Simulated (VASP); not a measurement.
A run of VASP 6.6.1 is set up as follows.

INCAR

```
PREC = Accurate ; ENCUT = 520
EDIFF = 1E-7 ; ISMEAR = -1
SIGMA = 0.1 ; LREAL = F
LASPH = T ; NELM = 60
ALGO = Normal ; ISIF = 2
LWAVE = F ; LCHARG = F
GGA = CA ; NBANDS = 20
```

Contents of KPOINTS:

```
regular mesh
0
Gamma
  12 12 6
```

Contents of POSCAR:

```
MoS2
1.0
    3.2274645600      0.0322746456      0.0000000000
   -1.5857816170      2.7789289772      0.0000000000
    0.0000000000      0.0000000000      6.3124734200
Mo S
1 2
Direct
    0.0000000000      0.0000000000      0.5000000000
    0.3333333333      0.6666666667      0.2553193200
    0.6666666667      0.3333333333      0.7446806800
```

Potentials or basis: VASP PAW LDA potentials, release 64 (Mo_sv, S).

Run with:

```sh
$ cat potpaw_LDA.64/Mo_sv/POTCAR potpaw_LDA.64/S/POTCAR > POTCAR
$ mpirun -np 1 vasp_std > vasp.out
```

Task: Estimate the largest force.

Result: 0.162 eV/Å.

Task: What does it give for the pressure?

Result: -5.7 GPa.

Stress tensor (GPa, compression positive):
```
-6.71 -1.81 -0.83
-1.81 -6.72  0.01
-0.83  0.01 -3.58
```
